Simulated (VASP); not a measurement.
# Si (I4/mmm) in VASP: further runs

The runs below take Si through relaxation of cell and atoms, with PBE.

All numbers are computed with VASP 6.6.1; they aren't measurements. Logs are shortened: lines on timing, memory, paths and dates and some standing lists are left out, and cuts for length are marked.

### 1 The cell of the first run

It takes space group I4/mmm (No. 139, tetragonal). The conventional cell has a = 3.254 Å, b = 3.254 Å, c = 2.641 Å, α = 90.00°, β = 90.00°, γ = 90.00°. Within 3.5 Å of Si (site symmetry 4/mmm) lie 14 Si at 2.64 to 3.25 Å.

### 2 Relaxation of cell and atoms, PBE, target pressure 4 GPa, at which the enthalpy is minimised

INCAR

```
  PREC = Accurate
  ENCUT = 600
  EDIFF = 1E-6
  ISMEAR = -1
  SIGMA = 0.15
  LREAL = F
  LASPH = T
  NELM = 100
  ALGO = Normal
  ISIF = 3
  LWAVE = F
  LCHARG = F
  GGA = PE
  IBRION = 2
  NSW = 80
  EDIFFG = -0.01
  PSTRESS = 40.0
```

KPOINTS

```
Automatic mesh
0
Gamma
  14 14 14
```

POSCAR

```
Si
1.0
    2.6527300000      0.0000000000      0.0000000000
   -1.3384075428      2.2903365915      0.0000000000
   -0.6571609896     -1.1451678792      2.3008056013
Si
1
Direct
    0.0000000000      0.0000000000      0.0000000000
```

Potentials or basis: VASP PAW PBE potentials, release 64 (Si).

Run with:

```bash
$ cat potpaw_PBE.64/Si/POTCAR > POTCAR
$ mpirun -np 1 vasp_std > vasp.out
```

OUTCAR:

```text
PREC = Accurate
   ENCUT = 600
   EDIFF = 1E-6
   ISMEAR = -1
   LREAL = F
   LASPH = T
   NELM = 100
   ISIF = 3
   GGA = PE
   IBRION = 2
   NSW = 80
   EDIFFG = -0.01
   PSTRESS = 40.0

 ion  position               nearest neighbor table
   1  0.000  0.000  0.000-

  LATTYP: Found a body centered tetragonal cell.
 ALAT       =     3.2538302909
 C/A-ratio  =     0.8115543104

  Lattice vectors:

 A1 = (   2.6527300000,   0.0000000000,   0.0000000000)
 A2 = (  -1.3384075428,   2.2903365915,   0.0000000000)
 A3 = (  -0.6571609896,  -1.1451678792,   2.3008056013)

Analysis of symmetry for initial positions (statically):
=====================================================================
 Subroutine PRICEL returns:
 Original cell was already a primitive cell.

 Routine SETGRP: Setting up the symmetry group for a
 body centered tetragonal supercell.

 Subroutine GETGRP returns: Found 16 space group operations
 (whereof 16 operations were pure point group operations)
 out of a pool of 16 trial point group operations.

The static configuration has the point symmetry D_4h.

Analysis of symmetry for dynamics (positions and initial velocities):
=====================================================================
 Subroutine PRICEL returns:
 Original cell was already a primitive cell.

 Routine SETGRP: Setting up the symmetry group for a
 body centered tetragonal supercell.

 Subroutine GETGRP returns: Found 16 space group operations
 (whereof 16 operations were pure point group operations)
 out of a pool of 16 trial point group operations.

The dynamic configuration has the point symmetry D_4h.

 Subroutine INISYM returns: Found 16 space group operations
 (whereof 16 operations are pure point group operations),
 and found     1 'primitive' translations

----------------------------------------------------------------------------------------

                                     Primitive cell

  volume of cell :      13.9789

  direct lattice vectors                    reciprocal lattice vectors
     2.652730000  0.000000000  0.000000000     0.376970140  0.220290625  0.217315108
    -1.338407543  2.290336592  0.000000000     0.000000000  0.436617047  0.217315108
    -0.657160990 -1.145167879  2.300805601     0.000000000  0.000000000  0.434630374

  length of vectors
     2.652730000  2.652730000  2.652730000     0.487709239  0.487709239  0.434630374

  position of ions in fractional coordinates (direct lattice)
     0.000000000  0.000000000  0.000000000

  ion indices of the primitive-cell ions
   primitive index   ion index
                 1           1

----------------------------------------------------------------------------------------

 KPOINTS: Automatic mesh

Automatic generation of k-mesh.
 Grid dimensions read from file:
 generate k-points for:   14   14   14

 Generating k-lattice:

  Cartesian coordinates                     Fractional coordinates (reciprocal lattice)
     0.026926439  0.015735045  0.015522508     0.071428571  0.000000000  0.000000000
     0.000000000  0.031186932  0.015522508     0.000000000  0.071428571  0.000000000
     0.000000000  0.000000000  0.031045027     0.000000000  0.000000000  0.071428571

  Length of vectors
     0.034836374  0.034836374  0.031045027

  Shift w.r.t. Gamma in fractional coordinates (k-lattice)
     0.000000000  0.000000000  0.000000000

 Subroutine IBZKPT returns following result:
 ===========================================

 Found    244 irreducible k-points:

 Following reciprocal coordinates:
            Coordinates               Weight
  0.000000  0.000000  0.000000      1.000000
  0.071429  0.000000 -0.000000      8.000000
  0.142857  0.000000  0.000000      8.000000
  0.214286 -0.000000  0.000000      8.000000
  0.285714 -0.000000  0.000000      8.000000
  0.357143 -0.000000 -0.000000      8.000000
[... 16 lines left out ...]
  0.214286  0.142857  0.000000     16.000000
  0.285714  0.142857  0.000000     16.000000
 [... further k-points ...]
   k-points           NKPTS =    244   k-points in BZ     NKDIM =    244   number of bands    NBANDS=      6
   number of dos      NEDOS =    301   number of ions     NIONS =      1
   total plane-waves  NPLWV =  13824
   dimension x,y,z NGX =    24 NGY =   24 NGZ =   24
   dimension x,y,z NGXF=    48 NGYF=   48 NGZF=   48
   ions per type =               1
   NGX,Y,Z   is equivalent  to a cutoff of  15.04, 15.04, 15.04 a.u.
   NGXF,Y,Z  is equivalent  to a cutoff of  30.08, 30.08, 30.08 a.u.
 SYSTEM =  unknown system
   PREC   = accura    normal or accurate (medium, high low for compatibility)
   ISTART =      0    job   : 0-new  1-cont  2-samecut
   ICHARG =      2    charge: 1-file 2-atom 10-const
   ISPIN  =      1    spin polarized calculation?
   LNONCOLLINEAR =      F non collinear calculations
   LSORBIT =      F    spin-orbit coupling
   LASPH  =      T    aspherical Exc in radial PAW
   ENCUT  =  600.0 eV  44.10 Ry    6.64 a.u.   5.30  5.30  5.30*2*pi/ulx,y,z
   NELM   =    100;   NELMIN=  2; NELMDL= -5     # of ELM steps
   EDIFF  = 0.1E-05   stopping-criterion for ELM
   LREAL  =      F    real-space projection
   EDIFFG = -.1E-01   stopping-criterion for IOM
   NSW    =     80    number of steps for IOM
   IBRION =      2    ionic relax: 0-MD 1-quasi-New 2-CG
   NFREE  =      1    steps in history (QN), initial steepest desc. (CG)
   ISIF   =      3    stress and relaxation
   ISYM   =      2    0-nonsym 1-usesym 2-fastsym
   POTIM  = 0.5000    time-step for ionic-motion
   TEBEG  =    0.0;   TEEND  =   0.0 temperature during run
   PSTRESS=   40.0 pullay stress
   NELECT =       4.0000    total number of electrons
   NUPDOWN=      -1.0000    fix difference up-down
   EMIN   =  10.00;   EMAX   =-10.00  energy-range for DOS
   EFERMI =   0.00;   METHOD = LEGACY
   ISMEAR =    -1;   SIGMA  =   0.15  broadening in eV -4-tet -1-fermi 0-gaus
   EFERMI_NEDOS =   21; number of points for ismear=-14 and -15
   IALGO  =     38    algorithm
   IMIX   =      4    mixing-type and parameters
     AMIX     =   0.40;   BMIX     =  1.00
     AMIX_MAG =   1.60;   BMIX_MAG =  1.00
  volume/ion in A,a.u.               =      13.98        94.33
  Fermi-wavevector in a.u.,A,eV,Ry     =   1.078791  2.038620 15.834331  1.163790
  Thomas-Fermi vector in A             =   2.214739
   LORBIT       =      0    0 simple, 1 ext, 2 COOP (PROOUT), +10 PAW based schemes
   GGA     = PE    functional components
   LHFCALC =     F    Hartree Fock is set to
   AEXX    =    0.0000 exact exchange contribution
   IVDW    =     0    specifies the selected vdW correction
   LEPSILON=     F    determine dielectric tensor
   LRPA    =     F    only Hartree local field effects (RPA)
 conjugate gradient relaxation of ions
 non-spin polarized calculation
  energy-cutoff  :      600.00
  volume of cell :       13.98
 maximum number of plane-waves:       482
 NGX is ok and might be reduce to    24
   NGX = 11   NGY = 11   NGZ = 11

--------------------------------------- Ionic step        1  -------------------------------------------

 number of electron       4.0000000 magnetization

 Free energy of the ion-electron system (eV)
  ---------------------------------------------------
  ext. energy  EPLUGINS =         0.00000000
  ---------------------------------------------------
  free energy    TOTEN  =        -4.94842099 eV

  energy without entropy =       -4.91760421  energy(sigma->0) =       -4.93301260

------------------------ aborting loop because EDIFF is reached ----------------------------------------

  FORCE on cell =-STRESS in cart. coord.  units (eV):
  Direction    XX          YY          ZZ          XY          YZ          ZX
  --------------------------------------------------------------------------------------
  -------------------------------------------------------------------------------------
  Total        0.3117878      0.2706841      0.3319699     -0.0351692      0.0000001      0.0000000
  in kB       35.7352964     31.0242276     38.0484513     -4.0308848      0.0000069      0.0000040
  external PRESSURE =      -5.0640083 kB  Pullay stress =      40.0000000 kB
[... 133 lines left out ...]
  enthalpy is  TOTEN    =        -4.5997153999 eV   P V=        0.3472857971

--------------------------------------- Ionic step        5  -------------------------------------------

 number of electron       4.0000000 magnetization

 Free energy of the ion-electron system (eV)
  ---------------------------------------------------
  ext. energy  EPLUGINS =         0.00000000
  ---------------------------------------------------
  free energy    TOTEN  =        -4.94723368 eV

  energy without entropy =       -4.91647993  energy(sigma->0) =       -4.93185681

 E-fermi :  10.6613     XC(G=0): -11.3400

 val. band max:       10.6433378567   @ k =  -0.2143   0.4286   0.2143
 cond. band min:      10.6833075738   @ k =  -0.2857  -0.3571   0.2857
 fundamental gap:      0.0399697171
 Fermi energy:        10.6613111230

 k-point     1 :       0.0000    0.0000    0.0000
  band No.  band energies     occupation
      1      -4.1518      2.00000
      2      20.1233      0.00000
      3      20.7537      0.00000
      4      20.7537      0.00000
      5      23.5481      0.00000
      6      24.7575      0.00000

 k-point     2 :       0.0714    0.0000   -0.0000
  band No.  band energies     occupation
      1      -3.9742      2.00000
      2      18.8642      0.00000
      3      20.2523      0.00000
      4      22.1075      0.00000
      5      22.4038      0.00000
      6      25.1474      0.00000
[... 190 lines left out ...]
 k-point    24 :       0.2857    0.1429    0.0000
  band No.  band energies     occupation
      1       1.0618      2.00000
      2       9.4963      1.99915
      3      13.1667      0.00000
      4      15.5883      0.00000
      5      20.6259      0.00000
      6      22.8763      0.00000

 [... further k-points ...]

------------------------ aborting loop because EDIFF is reached ----------------------------------------

  FORCE on cell =-STRESS in cart. coord.  units (eV):
  Direction    XX          YY          ZZ          XY          YZ          ZX
  --------------------------------------------------------------------------------------
  -------------------------------------------------------------------------------------
  Total        0.3493148      0.3500196      0.3489688      0.0006030      0.0000001      0.0000000
  in kB       40.2076274     40.2887538     40.1678047      0.0694134      0.0000079      0.0000045
  external PRESSURE =       0.2213953 kB  Pullay stress =      40.0000000 kB
[... 16 lines left out ...]
  FREE ENERGIE OF THE ION-ELECTRON SYSTEM (eV)
  ---------------------------------------------------
  free  energy   TOTEN  =        -4.9472336824 eV

  energy  without entropy=       -4.9164799335  energy(sigma->0) =       -4.93185681

  enthalpy is  TOTEN    =        -4.5997227318 eV   P V=        0.3475109506

 reached required accuracy - stopping structural energy minimisation
```

It took 26 s on 1 thread of Intel Xeon Platinum 8259CL at 2.50GHz (Skylake/Cascade Lake), shared host; peak memory 0.15 GiB.

What came out:

```
Free energy                                            : -4.9472 eV
Relaxed volume                                         : 13.92 Å³/atom
Relaxed cell                                           : a = 2.651 Å, b = 2.651 Å, c = 2.651 Å, α = 104.18°, β = 104.18°, γ = 120.67°
Space group after relaxing (to 0.05 Å)                 : I4/mmm (No. 139)
Energy change on relaxing (the enthalpy is what falls) : +1.2 meV/atom
Ionic steps                                            : 5
Pressure after relaxing                                : 4.0 GPa
Band gap on the k mesh                                 : zero (band 2 reaches 20.46 eV, above the bottom of band 3 at 7.33 eV)
```

The path:
| step | energy change (eV) | largest force (eV/Å) | pressure (GPa) | volume (Å³) |
| --- | --- | --- | --- | --- |
| 1 | 0.0000 | 0.0000 | 3.49 | 13.98 |
| 2 | 0.0020 | 0.0000 | 4.20 | 13.89 |
| 3 | 0.0019 | 0.0000 | 4.18 | 13.89 |
| 4 | 0.0014 | 0.0000 | 4.08 | 13.91 |
| 5 | 0.0012 | 0.0000 | 4.02 | 13.92 |

Final structure:
```
Si
1.0
     2.65066   -0.00847    0.00000
    -1.34468    2.28427    0.00000
    -0.65299   -1.13790    2.30322
Si
1
Direct
  0.00000 0.00000 0.00000
```

Caveat: the cell is relaxed towards a set pressure, so the enthalpy falls and the energy may rise.

### 3 Relaxation of cell and atoms, PBE, target pressure 6 GPa, at which the enthalpy is minimised

INCAR

```
ALGO = Normal ; EDIFF = 1E-6
EDIFFG = -0.01 ; ENCUT = 600
GGA = PE ; IBRION = 2
ISIF = 3 ; ISMEAR = -1
LASPH = True ; LCHARG = False
LREAL = False ; LWAVE = False
NELM = 100 ; NSW = 80
PREC = Accurate ; PSTRESS = 60.0
SIGMA = 0.15
```

KPOINTS

```
k-points
0
Gamma
  14 14 14
```

POSCAR is that of step 2.

Potentials or basis: VASP PAW PBE potentials, release 64 (Si).

Run with:

```bash
$ cat potpaw_PBE.64/Si/POTCAR > POTCAR
$ mpirun -np 1 vasp_std > vasp.out
```

OUTCAR:

```text
EDIFF = 1E-6
   EDIFFG = -0.01
   ENCUT = 600
   GGA = PE
   IBRION = 2
   ISIF = 3
   ISMEAR = -1
   LASPH = True
   LREAL = False
   NELM = 100
   NSW = 80
   PREC = Accurate
   PSTRESS = 60.0

 ion  position               nearest neighbor table
   1  0.000  0.000  0.000-

  LATTYP: Found a body centered tetragonal cell.
 ALAT       =     3.2538302909
 C/A-ratio  =     0.8115543104

  Lattice vectors:

 A1 = (   2.6527300000,   0.0000000000,   0.0000000000)
 A2 = (  -1.3384075428,   2.2903365915,   0.0000000000)
 A3 = (  -0.6571609896,  -1.1451678792,   2.3008056013)

Analysis of symmetry for initial positions (statically):
=====================================================================
 Subroutine PRICEL returns:
 Original cell was already a primitive cell.

[... 325 lines left out ...]

 E-fermi :  10.9132     XC(G=0): -11.4139

 val. band max:       10.9065182302   @ k =  -0.2143   0.4286   0.2143
 cond. band min:      10.9361654827   @ k =  -0.2857  -0.3571   0.2857
 fundamental gap:      0.0296472525
 Fermi energy:        10.9132203660

 k-point     1 :       0.0000    0.0000    0.0000
  band No.  band energies     occupation
      1      -4.0755      2.00000
      2      20.4549      0.00000
      3      21.2338      0.00000
      4      21.2338      0.00000
      5      23.9387      0.00000
      6      25.2466      0.00000
[... 199 lines left out ...]
 k-point    24 :       0.2857    0.1429    0.0000
  band No.  band energies     occupation
      1       1.1848      2.00000
      2       9.7303      1.99925
      3      13.4288      0.00000
      4      15.9174      0.00000
      5      21.0064      0.00000
      6      23.2860      0.00000

 [... further k-points ...]

------------------------ aborting loop because EDIFF is reached ----------------------------------------

  FORCE on cell =-STRESS in cart. coord.  units (eV):
  Direction    XX          YY          ZZ          XY          YZ          ZX
  --------------------------------------------------------------------------------------
  -------------------------------------------------------------------------------------
  Total        0.5102303      0.5041655      0.5132082     -0.0051892      0.0000001      0.0000001
  in kB       59.7931945     59.0824682     60.1421783     -0.6081117      0.0000116      0.0000067
  external PRESSURE =      -0.3273863 kB  Pullay stress =      60.0000000 kB
[... 20 lines left out ...]
  energy  without entropy=       -4.9094689437  energy(sigma->0) =       -4.92450354

  enthalpy is  TOTEN    =        -4.4275431453 eV   P V=        0.5119949905

 reached required accuracy - stopping structural energy minimisation
```

Run time: 25 s. Hardware: 1 thread of Intel Xeon Platinum 8259CL at 2.50GHz (Skylake/Cascade Lake), shared host; peak memory 0.14 GiB.

Results:

- Free energy: -4.9395 eV
- Relaxed volume: 13.67 Å³/atom
- Relaxed cell: a = 2.634 Å, b = 2.634 Å, c = 2.634 Å, α = 104.26°, β = 104.26°, γ = 120.49°
- Space group after relaxing (to 0.05 Å): I4/mmm (No. 139)
- Energy change on relaxing (the enthalpy is what falls): +8.9 meV/atom
- Ionic steps: 5
- Pressure after relaxing: 6.0 GPa
- Band gap on the k mesh: zero (band 2 reaches 20.88 eV, above the bottom of band 3 at 7.54 eV)

Step by step:
| step | energy change (eV) | largest force (eV/Å) | pressure (GPa) | volume (Å³) |
| --- | --- | --- | --- | --- |
| 1 | 0.0000 | 0.0000 | 3.49 | 13.98 |
| 2 | 0.0142 | 0.0000 | 7.09 | 13.54 |
| 3 | 0.0092 | 0.0000 | 6.03 | 13.66 |
| 4 | 0.0090 | 0.0000 | 5.99 | 13.67 |
| 5 | 0.0089 | 0.0000 | 5.97 | 13.67 |

Final structure:
```
Si
1.0
     2.63404   -0.00440    0.00000
    -1.33278    2.27198    0.00000
    -0.65063   -1.13379    2.28678
Si
1
Direct
  0.00000 0.00000 0.00000
```

Levels at points of the mesh, in eV from the Fermi level:
```
           k point  band 1  band 2  band 3  band 4  band 5  band 6
(0.00, 0.00, 0.00)  -14.99    9.54   10.32   10.32   13.03   14.33
(0.50, 0.00, 0.00)   -6.62   -6.12    4.90    6.25    6.67    9.45
(0.50, 0.50, 0.00)   -8.68   -7.61    9.35   11.63   11.94   12.06
(0.50, 0.50, 0.50)   -2.51   -2.51   -1.47    1.02    4.35    6.76
```

Caveat: the cell is relaxed towards a set pressure, so the enthalpy falls and the energy may rise.

(Part 1 of 2 ends here.)
